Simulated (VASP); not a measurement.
A run of VASP 6.6.1:

Contents of INCAR:

```
  PREC = Accurate
  ENCUT = 520
  EDIFF = 1E-6
  ISMEAR = -1
  SIGMA = 0.05
  LREAL = False
  LASPH = True
  NELM = 60
  ALGO = Fast
  ISIF = 2
  LWAVE = False
  LCHARG = False
  GGA = PS
  NBANDS = 34
```

File KPOINTS:

```
regular mesh
0
Gamma
  7 7 6
```

The input POSCAR:

```
Ga
1.0
    3.8671854834     -2.3572466078      0.0000000000
    3.8671854834      2.3572466078      0.0000000000
    0.0000000000      0.0000000000      4.5473167468
Ga
4
Direct
    0.6655504900      0.0096853900      0.2500000000
    0.0096853900      0.6655504900      0.7500000000
    0.3344495100      0.9903146100      0.7500000000
    0.9903146100      0.3344495100      0.2500000000
```

Potentials or basis: VASP PAW PBE potentials, release 64 (Ga_d).

The run is started by

```sh
$ cat potpaw_PBE.64/Ga_d/POTCAR > POTCAR
$ mpirun -np 1 vasp_std > vasp.out
```

Hardware: 1 thread of Intel(R) Xeon(R) Platinum 8375C CPU @ 2.90GHz (Ice Lake) (shared host).

How long does it take, and how much memory?

Wall time 2.3 min on 1 thread of Intel(R) Xeon(R) Platinum 8375C CPU @ 2.90GHz (Ice Lake), with other jobs on the host, peak memory 0.28 GiB. Counts: scf iterations 13, k points 64.
